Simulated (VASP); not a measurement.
# Au (a cell with a defect) in VASP: relaxation of the atoms with PBE

Aim: the relaxation of the atoms of Au (a cell with a defect) with PBE.

Program: VASP 6.6.1. These are calculated values, not measurements. Logs are shortened: lines on timing, memory, paths and dates and some standing lists are left out, and cuts for length are marked.

**1. The cell of the first run**

The cell holds a defect, 26 atoms: a = 8.820 Å, b = 8.820 Å, c = 8.820 Å, α = 60.00°, β = 60.00°, γ = 60.00°.

**2. Relaxation of the atoms, PBE (atoms taken out)**

The input, INCAR:

```
PREC = Accurate
ENCUT = 520
EDIFF = 1E-7
ISMEAR = 0
SIGMA = 0.1
LREAL = Auto
LASPH = True
NELM = 60
ALGO = Normal
ISIF = 2
LWAVE = False
LCHARG = False
GGA = PE
IBRION = 2
NSW = 65
EDIFFG = -0.025
LUSENCCL = False
```

The input, KPOINTS:

```
regular mesh
0
Gamma
  4 4 4
```

The input, POSCAR:

```
Au
1.0
   -6.2368442493      6.2368442493      0.0000000000
   -6.2368442493      0.0000000000      6.2368442493
    0.0000000000      6.2368442493      6.2368442493
Au
26
Direct
    0.3333333333      0.0000000000      0.0000000000
    0.0000000000      0.3333333333      0.0000000000
    0.0000000000      0.0000000000      0.3333333333
    0.6666666667      0.0000000000      0.0000000000
    0.3333333333      0.3333333333      0.0000000000
    0.3333333333      0.0000000000      0.3333333333
    0.0000000000      0.6666666667      0.0000000000
    0.0000000000      0.3333333333      0.3333333333
    0.0000000000      0.0000000000      0.6666666667
    0.6666666667      0.3333333333      0.0000000000
    0.6666666667      0.0000000000      0.3333333333
    0.3333333333      0.6666666667      0.0000000000
    0.3333333333      0.3333333333      0.3333333333
    0.3333333333      0.0000000000      0.6666666667
    0.0000000000      0.6666666667      0.3333333333
    0.0000000000      0.3333333333      0.6666666667
    0.6666666667      0.6666666667      0.0000000000
    0.6666666667      0.3333333333      0.3333333333
    0.6666666667      0.0000000000      0.6666666667
    0.3333333333      0.6666666667      0.3333333333
    0.3333333333      0.3333333333      0.6666666667
    0.0000000000      0.6666666667      0.6666666667
    0.6666666667      0.6666666667      0.3333333333
    0.6666666667      0.3333333333      0.6666666667
    0.3333333333      0.6666666667      0.6666666667
    0.6666666667      0.6666666667      0.6666666667
```

Potentials or basis: VASP PAW PBE potentials, release 64 (Au).

Run with:

```console
$ cat potpaw_PBE.64/Au/POTCAR > POTCAR
$ mpirun -np 1 vasp_std > vasp.out
```

OUTCAR:

```text
PREC = Accurate
   ENCUT = 520
   EDIFF = 1E-7
   ISMEAR = 0
   LREAL = Auto
   LASPH = True
   NELM = 60
   ISIF = 2
   GGA = PE
   IBRION = 2
   NSW = 65
   EDIFFG = -0.025

 ion  position               nearest neighbor table
   1  0.333  0.000  0.000-   2 2.94   3 2.94   5 2.94   6 2.94  12 2.94  14 2.94  20 2.94  21 2.94
                            17 2.94  19 2.94   4 2.94
   2  0.000  0.333  0.000-   1 2.94   3 2.94   5 2.94   8 2.94  10 2.94  16 2.94  18 2.94  21 2.94
                            17 2.94  22 2.94   7 2.94
   3  0.000  0.000  0.333-   1 2.94   2 2.94   6 2.94   8 2.94  11 2.94  15 2.94  18 2.94  20 2.94
                            19 2.94  22 2.94   9 2.94
   4  0.667  0.000  0.000-   7 2.94   9 2.94  10 2.94  11 2.94  17 2.94  19 2.94  23 2.94  24 2.94
                             5 2.94   6 2.94   1 2.94
   5  0.333  0.333  0.000-   1 2.94   2 2.94   6 2.94   8 2.94  13 2.94  21 2.94   7 2.94   4 2.94
                            24 2.94  25 2.94  10 2.94  12 2.94
   6  0.333  0.000  0.333-   1 2.94   3 2.94   5 2.94   8 2.94  13 2.94  20 2.94   4 2.94   9 2.94
                            23 2.94  25 2.94  14 2.94  11 2.94
   7  0.000  0.667  0.000-   4 2.94   9 2.94  12 2.94  15 2.94  17 2.94  22 2.94  23 2.94  25 2.94
                             8 2.94   5 2.94   2 2.94
   8  0.000  0.333  0.333-   2 2.94   3 2.94   5 2.94   6 2.94  13 2.94  18 2.94   7 2.94   9 2.94
                            23 2.94  24 2.94  16 2.94  15 2.94
   9  0.000  0.000  0.667-   4 2.94   7 2.94  14 2.94  16 2.94  19 2.94  22 2.94  24 2.94  25 2.94
[... 21 lines left out ...]
  20  0.333  0.667  0.333-   1 2.94   3 2.94   6 2.94  12 2.94  15 2.94  17 2.94  22 2.94  18 2.94
                            21 2.94  13 2.94  23 2.94  25 2.94
  21  0.333  0.333  0.667-   1 2.94   2 2.94   5 2.94  14 2.94  16 2.94  19 2.94  22 2.94  13 2.94
                            20 2.94  18 2.94  24 2.94  25 2.94
  22  0.000  0.667  0.667-   7 2.94   9 2.94  17 2.94  19 2.94  25 2.94  26 2.94  20 2.94  21 2.94
                             2 2.94   3 2.94  15 2.94  16 2.94
  23  0.667  0.667  0.333-   4 2.94   7 2.94  11 2.94  15 2.94  17 2.94   8 2.94   6 2.94  18 2.94
                            20 2.94  24 2.94  25 2.94  26 2.94
  24  0.667  0.333  0.667-   4 2.94   9 2.94  10 2.94  16 2.94  19 2.94   5 2.94   8 2.94  18 2.94
                            21 2.94  23 2.94  25 2.94  26 2.94
  25  0.333  0.667  0.667-   7 2.94   9 2.94  12 2.94  14 2.94  22 2.94   6 2.94   5 2.94  21 2.94
                            20 2.94  23 2.94  24 2.94  26 2.94
  26  0.667  0.667  0.667-  17 2.94  19 2.94  22 2.94  14 2.94  15 2.94  16 2.94  10 2.94  11 2.94
                            12 2.94  23 2.94  24 2.94  25 2.94

  LATTYP: Found a face centered cubic cell.
 ALAT       =    12.4736884986

  Lattice vectors:

 A1 = (  -6.2368442493,   6.2368442493,   0.0000000000)
 A2 = (  -6.2368442493,   0.0000000000,   6.2368442493)
 A3 = (   0.0000000000,   6.2368442493,   6.2368442493)

Analysis of symmetry for initial positions (statically):
=====================================================================
 Subroutine PRICEL returns:
 Original cell was already a primitive cell.

 Routine SETGRP: Setting up the symmetry group for a
 face centered cubic supercell.

 Subroutine GETGRP returns: Found 48 space group operations
 (whereof 48 operations were pure point group operations)
 out of a pool of 48 trial point group operations.

The static configuration has the point symmetry O_h .

Analysis of symmetry for dynamics (positions and initial velocities):
=====================================================================
 Subroutine PRICEL returns:
 Original cell was already a primitive cell.

 Routine SETGRP: Setting up the symmetry group for a
 face centered cubic supercell.

 Subroutine GETGRP returns: Found 48 space group operations
 (whereof 48 operations were pure point group operations)
 out of a pool of 48 trial point group operations.

The dynamic configuration has the point symmetry O_h .

 Subroutine INISYM returns: Found 48 space group operations
 (whereof 48 operations are pure point group operations),
 and found     1 'primitive' translations

----------------------------------------------------------------------------------------

                                     Primitive cell

  volume of cell :     485.2044

  direct lattice vectors                    reciprocal lattice vectors
    -6.236844249  6.236844249  0.000000000    -0.080168749  0.080168749 -0.080168749
    -6.236844249  0.000000000  6.236844249    -0.080168749 -0.080168749  0.080168749
     0.000000000  6.236844249  6.236844249     0.080168749  0.080168749  0.080168749

[... 72 lines left out ...]
    -0.020042187 -0.020042187  0.020042187     0.000000000  0.250000000  0.000000000
     0.020042187  0.020042187  0.020042187     0.000000000  0.000000000  0.250000000

  Length of vectors
     0.034714087  0.034714087  0.034714087

  Shift w.r.t. Gamma in fractional coordinates (k-lattice)
     0.000000000  0.000000000  0.000000000

 Subroutine IBZKPT returns following result:
 ===========================================

 Found      8 irreducible k-points:

 Following reciprocal coordinates:
            Coordinates               Weight
  0.000000  0.000000  0.000000      1.000000
  0.250000  0.000000  0.000000      8.000000
  0.500000  0.000000  0.000000      4.000000
  0.250000  0.250000  0.000000      6.000000
  0.500000  0.250000  0.000000     24.000000
 -0.250000  0.250000  0.000000     12.000000
  0.500000  0.500000  0.000000      3.000000
 -0.250000  0.500000  0.250000      6.000000
   k-points           NKPTS =      8   k-points in BZ     NKDIM =      8   number of bands    NBANDS=    171
   number of dos      NEDOS =    301   number of ions     NIONS =     26
   total plane-waves  NPLWV = 343000
   dimension x,y,z NGX =    70 NGY =   70 NGZ =   70
   dimension x,y,z NGXF=   140 NGYF=  140 NGZF=  140
   ions per type =              26
   NGX,Y,Z   is equivalent  to a cutoff of  13.19, 13.19, 13.19 a.u.
   NGXF,Y,Z  is equivalent  to a cutoff of  26.39, 26.39, 26.39 a.u.
 SYSTEM =  unknown system
   PREC   = accura    normal or accurate (medium, high low for compatibility)
   ISTART =      0    job   : 0-new  1-cont  2-samecut
   ICHARG =      2    charge: 1-file 2-atom 10-const
   ISPIN  =      1    spin polarized calculation?
   LNONCOLLINEAR =      F non collinear calculations
   LSORBIT =      F    spin-orbit coupling
   LASPH  =      T    aspherical Exc in radial PAW
   ENCUT  =  520.0 eV  38.22 Ry    6.18 a.u.  16.40 16.40 16.40*2*pi/ulx,y,z
   NELM   =     60;   NELMIN=  2; NELMDL= -5     # of ELM steps
   EDIFF  = 0.1E-06   stopping-criterion for ELM
   LREAL  =      T    real-space projection
   EDIFFG = -.3E-01   stopping-criterion for IOM
   NSW    =     65    number of steps for IOM
   IBRION =      2    ionic relax: 0-MD 1-quasi-New 2-CG
   NFREE  =      1    steps in history (QN), initial steepest desc. (CG)
   ISIF   =      2    stress and relaxation
   ISYM   =      2    0-nonsym 1-usesym 2-fastsym
   POTIM  = 0.5000    time-step for ionic-motion
   TEBEG  =    0.0;   TEEND  =   0.0 temperature during run
   PSTRESS=    0.0 pullay stress
   NELECT =     286.0000    total number of electrons
   NUPDOWN=      -1.0000    fix difference up-down
   EMIN   =  10.00;   EMAX   =-10.00  energy-range for DOS
   EFERMI =   0.00;   METHOD = LEGACY
   ISMEAR =     0;   SIGMA  =   0.10  broadening in eV -4-tet -1-fermi 0-gaus
   EFERMI_NEDOS =   21; number of points for ismear=-14 and -15
   IALGO  =     38    algorithm
   IMIX   =      4    mixing-type and parameters
     AMIX     =   0.40;   BMIX     =  1.00
     AMIX_MAG =   1.60;   BMIX_MAG =  1.00
  volume/ion in A,a.u.               =      18.66       125.94
  Fermi-wavevector in a.u.,A,eV,Ry     =   1.372636  2.593905 25.635127  1.884129
  Thomas-Fermi vector in A             =   2.498225
   LORBIT       =      0    0 simple, 1 ext, 2 COOP (PROOUT), +10 PAW based schemes
   GGA     = PE    functional components
   LHFCALC =     F    Hartree Fock is set to
   AEXX    =    0.0000 exact exchange contribution
   IVDW    =     0    specifies the selected vdW correction
   LEPSILON=     F    determine dielectric tensor
   LRPA    =     F    only Hartree local field effects (RPA)
 conjugate gradient relaxation of ions
 non-spin polarized calculation
 Gauss-broadening in eV      SIGMA  =   0.10
  energy-cutoff  :      520.00
  volume of cell :      485.20
 maximum number of plane-waves:     13116
 NGX is ok and might be reduce to    70
   NGX = 33   NGY = 33   NGZ = 33

--------------------------------------- Ionic step        1  -------------------------------------------

 number of electron     286.0000005 magnetization

 Free energy of the ion-electron system (eV)
  ---------------------------------------------------
  ext. energy  EPLUGINS =         0.00000000
  ---------------------------------------------------
  free energy    TOTEN  =       -83.00259905 eV

  energy without entropy =      -82.93931167  energy(sigma->0) =      -82.97095536

------------------------ aborting loop because EDIFF is reached ----------------------------------------

  FORCE on cell =-STRESS in cart. coord.  units (eV):
  Direction    XX          YY          ZZ          XY          YZ          ZX
  --------------------------------------------------------------------------------------
  -------------------------------------------------------------------------------------
  Total       -5.0831805     -5.0831805     -5.0831805      0.0000000     -0.0000000     -0.0000000
  in kB      -16.7850030    -16.7850030    -16.7850030      0.0000000     -0.0000000     -0.0000000
  external PRESSURE =     -16.7850030 kB  Pullay stress =       0.0000000 kB
[... 287 lines left out ...]
--------------------------------------- Ionic step        6  -------------------------------------------

 number of electron     286.0000011 magnetization

 Free energy of the ion-electron system (eV)
  ---------------------------------------------------
  ext. energy  EPLUGINS =         0.00000000
  ---------------------------------------------------
  free energy    TOTEN  =       -83.14134122 eV

  energy without entropy =      -83.08141748  energy(sigma->0) =      -83.11137935

 E-fermi :   8.0091     XC(G=0): -12.1337

 val. band max:        7.9831015876   @ k =   0.5000   0.2500   0.0000
 cond. band min:       8.0685504387   @ k =   0.5000   0.5000   0.0000
 fundamental gap:      0.0854488511
 Fermi energy:         8.0091078812

 k-point     1 :       0.0000    0.0000    0.0000
  band No.  band energies     occupation
      1      -1.0176      2.00000
      2       1.1248      2.00000
      3       1.1402      2.00000
      4       1.1402      2.00000
      5       1.1402      2.00000
      6       1.2924      2.00000
[... 1253 lines left out ...]
    154      10.2521      0.00000
    155      10.5263      0.00000
 [bands above 155 left out]

------------------------ aborting loop because EDIFF is reached ----------------------------------------

  FORCE on cell =-STRESS in cart. coord.  units (eV):
  Direction    XX          YY          ZZ          XY          YZ          ZX
  --------------------------------------------------------------------------------------
  -------------------------------------------------------------------------------------
  Total       -6.2044313     -6.2044313     -6.2044313     -0.0000000      0.0000000      0.0000000
  in kB      -20.4874485    -20.4874485    -20.4874485     -0.0000000      0.0000000      0.0000000
  external PRESSURE =     -20.4874485 kB  Pullay stress =       0.0000000 kB
[... 41 lines left out ...]
  FREE ENERGIE OF THE ION-ELECTRON SYSTEM (eV)
  ---------------------------------------------------
  free  energy   TOTEN  =       -83.1413412169 eV

  energy  without entropy=      -83.0814174849  energy(sigma->0) =      -83.11137935

 reached required accuracy - stopping structural energy minimisation
```

Wall time 5.8 min (1 × NVIDIA H100 80GB with 1 thread of AMD EPYC 7R13 (Zen 3), shared host); peak memory 1.8 GiB.

What came out:

| Quantity | Value |
| --- | --- |
| Free energy | -83.1413 eV |
| Energy gained by relaxing | 5.3 meV/atom |
| Ionic steps | 6 |
| Pressure after relaxing | -2.0 GPa |
| Largest force after relaxing | 0.009 eV/Å |
| Band gap on the k mesh | zero (bands 143 and 144 overlap by 2.26 eV) |

Forces on the atoms (eV/Å):
```
Au   0.001 -0.001  0.000
Au   0.001  0.000 -0.001
Au   0.000 -0.001 -0.001
Au  -0.001  0.001  0.000
Au   0.003  0.003  0.003
Au  -0.003 -0.003  0.003
Au  -0.001  0.000  0.001
Au  -0.003  0.003 -0.003
Au   0.000  0.001  0.001
Au   0.000  0.001 -0.001
Au  -0.001  0.000 -0.001
Au   0.000 -0.001  0.001
Au   0.003 -0.003 -0.003
Au   0.001  0.000  0.001
Au  -0.001 -0.001  0.000
Au   0.001  0.001  0.000
Au  -0.003 -0.003 -0.003
Au   0.000  0.000  0.009
Au   0.003  0.003 -0.003
Au   0.000  0.009  0.000
Au  -0.009  0.000  0.000
Au   0.003 -0.003  0.003
Au   0.009  0.000  0.000
Au   0.000 -0.009  0.000
Au   0.000  0.000 -0.009
Au  -0.003  0.003  0.003
```

Step by step:
```
step  energy change (eV)  largest force (eV/Å)  pressure (GPa)
   1              0.0000                0.3881           -1.68
   2             -0.0776                0.2571           -1.85
   3             -0.1356                0.0592           -2.02
   4             -0.1363                0.0736           -2.03
   5             -0.1381                0.0369           -2.04
   6             -0.1387                0.0087           -2.05
```

Final structure:
```
CELL_PARAMETERS angstrom
-6.23684 6.23684 0.00000
-6.23684 0.00000 6.23684
0.00000 6.23684 6.23684
ATOMIC_POSITIONS crystal
Au 0.32686 0.00000 0.00000
Au 0.00000 0.32686 0.00000
Au 0.00000 0.00000 0.32686
Au 0.67314 0.00000 0.00000
Au 0.33306 0.33306 0.00081
Au 0.33306 0.00081 0.33306
Au 0.00000 0.67314 0.00000
Au 0.00081 0.33306 0.33306
Au 0.00000 0.00000 0.67314
Au 0.67314 0.32686 0.00000
Au 0.67314 0.00000 0.32686
Au 0.32686 0.67314 0.00000
Au 0.33306 0.33306 0.33306
Au 0.32686 0.00000 0.67314
Au 0.00000 0.67314 0.32686
Au 0.00000 0.32686 0.67314
Au 0.66694 0.66694 0.99919
Au 0.66765 0.33235 0.33235
Au 0.66694 0.99919 0.66694
Au 0.33235 0.66765 0.33235
Au 0.33235 0.33235 0.66765
Au 0.99919 0.66694 0.66694
Au 0.66765 0.66765 0.33235
Au 0.66765 0.33235 0.66765
Au 0.33235 0.66765 0.66765
Au 0.66694 0.66694 0.66694
```

Levels at points of the mesh, in eV from the Fermi level:
```
           k point  band 142  band 143  band 144  band 145  band 146  band 147
(0.00, 0.00, 0.00)     -2.12     -2.11     -2.08     -2.06      2.18      2.18
(0.50, 0.00, 0.00)     -0.16     -0.15     -0.15     -0.07      1.15      1.15
(0.50, 0.50, 0.00)      0.06      0.07      0.24      0.67      0.67      0.75
```

Caveat: the cell differs from its parent crystal (atoms taken out); spin-orbit coupling is left out, which moves the levels of the heavy elements.

The gap in the log of VASP goes by the Fermi energy; the results here count the filled bands.